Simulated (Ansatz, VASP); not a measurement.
BaTe in VASP and in Ansatz

Contents of INCAR:

```
PREC = Accurate ; ENCUT = 520
EDIFF = 1E-8 ; ISMEAR = -1
SIGMA = 0.05 ; LREAL = F
LASPH = T ; NELM = 80
ALGO = Normal ; ISIF = 2
LWAVE = F ; LCHARG = F
GGA = PE ; LEFG = T
NBANDS = 15
```

File KPOINTS:

```
Automatic mesh
0
Gamma
  11 11 11
```

The input POSCAR:

```
BaTe
1.0
    0.0000000000      3.8635279548      3.8635279548
    3.8635279548      0.0000000000      3.8635279548
    3.8635279548      3.8635279548      0.0000000000
Ba Te
1 1
Direct
    0.0000000000      0.0000000000      0.0000000000
    0.2500000000      0.2500000000      0.2500000000
```

Input for Ansatz:

```yaml
crystal:
  lattice:
    - [0.0, 3.8635279548, 3.8635279548]
    - [3.8635279548, 0.0, 3.8635279548]
    - [3.8635279548, 3.8635279548, 0.0]
  atoms:
    - { symbol: Ba, position: [0.0, 0.0, 0.0] }
    - { symbol: Te, position: [0.25, 0.25, 0.25] }
kpoints:
  mp_grid: { grid: [11, 11, 11] }
scf:
  occupations: { method: fermi_dirac, width: 0.05 }
hamiltonian:
  xc: pbe
  pseudopotentials: { kind: all_electron, datasets: crystal }
output:
  forces: true
  stress: true
  eigenvalues: true
  efg: { contact_densities: true }
```

Change from the starting cell: volume scaled by 0.96, crystal datasets.

Alike in both runs: task electric field gradients; functional PBE; k mesh 11 × 11 × 11; occupations fermi-dirac, width 0.05 eV; no spin polarisation.

|  | VASP | Ansatz |
| --- | --- | --- |
| version | VASP 6.6.1 | Ansatz 0.2.0 |
| potentials or method | VASP PAW PBE potentials, release 64 (Ba_sv, Te), cutoff 520 eV | all-electron PAW with datasets made for the crystal, scalar-relativistic |

Ansatz gave:

```
gap on the k mesh at the Fermi level (eV) : 2.63
pressure (GPa)                            : 0.8
```

What did VASP give for the same quantities?

gap on the k mesh at the Fermi level (eV): 2.64; pressure (GPa): 1.0.

Ansatz ran all-electron here, and VASP with PAW potentials.

Neither program's run includes spin-orbit coupling.
